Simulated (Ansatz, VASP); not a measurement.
## CaSe: VASP beside Ansatz

```
Se Ca
1.0
     0.00000    2.95600    2.95600
     2.95600    0.00000    2.95600
     2.95600    2.95600    0.00000
Se Ca
1 1
Direct
  0.50000 0.50000 0.50000
  0.00000 0.00000 0.00000
```

Alike in both runs: functional PBEsol; k mesh 6 × 6 × 6; occupations fermi-dirac, width 0.05 eV; non-collinear spin, spin-orbit coupling.

```csv
,VASP,Ansatz
version,VASP 6.6.1,Ansatz 0.2.0
potentials or method,"VASP PAW PBE potentials, release 64 (Se, Ca_sv), cutoff 520 eV","all-electron LAPW, relativistic spinors"
task,single point,band structure
```

|  | VASP | Ansatz | Ansatz less VASP |
| --- | --- | --- | --- |
| pressure (GPa) | -0.9 | -1.1 | -0.20 |
| net moment per atom (μB) | 0.00 | 0.00 | 0.000 |

VASP's potentials were made for PBE, not for PBEsol. Ansatz ran all-electron here, and VASP with PAW potentials.
